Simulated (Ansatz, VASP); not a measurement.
**RbBr in VASP and in Ansatz**

The input INCAR:

```
PREC = Accurate
ENCUT = 520
EDIFF = 1E-6
ISMEAR = -1
SIGMA = 0.02
LREAL = F
LASPH = T
NELM = 60
ALGO = Normal
ISIF = 2
LWAVE = F
LCHARG = F
GGA = PE
NBANDS = 15
```

File KPOINTS:

```
Automatic mesh
0
Gamma
  6 6 6
```

Contents of POSCAR:

```
RbBr
1.0
    0.0000000000      3.5449241817      3.4608261073
    3.5449241817      0.0000000000      3.4608261073
    3.5449241817      3.5449241817      0.0000000000
Rb Br
1 1
Direct
    0.0000000000      0.0000000000      0.0000000000
    0.5000000000      0.5000000000      0.5000000000
```

Input for Ansatz:

```yaml
crystal:
  lattice:
    - [0.0, 3.5449241817, 3.4608261073]
    - [3.5449241817, 0.0, 3.4608261073]
    - [3.5449241817, 3.5449241817, 0.0]
  atoms:
    - { symbol: Rb, position: [0.0, 0.0, 0.0] }
    - { symbol: Br, position: [0.5, 0.5, 0.5] }
kpoints:
  mp_grid: { grid: [6, 6, 6] }
  band_path:
    path:
      - [0.0, 0.0, 0.0]
      - [0.5, 0.0, 0.5]
      - [0.625, 0.25, 0.625]
      - [0.375, 0.375, 0.75]
      - [0.5, 0.5, 0.5]
      - [0.5, 0.25, 0.75]
    npoints: 1
hamiltonian:
  xc: pbe
scf:
  occupations: { method: fermi_dirac, width: 0.02 }
  n_extra_bands: 4
output:
  forces: true
  stress: true
  eigenvalues: true
```

Change from the starting cell: biaxial_xy strain +2.4%.

Alike in both runs: task single point; functional PBE; k mesh 6 × 6 × 6; occupations fermi-dirac, width 0.02 eV; no spin polarisation.

|  | VASP | Ansatz |
| --- | --- | --- |
| version | VASP 6.6.1 | Ansatz 0.2.0 |
| potentials or method | VASP PAW PBE potentials, release 64 (Rb_sv, Br) | plane waves, PAW |
| plane-wave cutoff (eV) | 520 | 420 |
| valence electrons in the cell | 16 | 16 |

```tsv
	VASP	Ansatz	Ansatz less VASP
gap on the k mesh at the Fermi level (eV)	4.16	4.16	+0.002
pressure (GPa)	0.0	-0.1	-0.02
traceless stress, the component that is largest in VASP (GPa)	0.37	0.37	-0.004
```

The functional is the same, so the differences come from potentials, cutoffs and numerics.
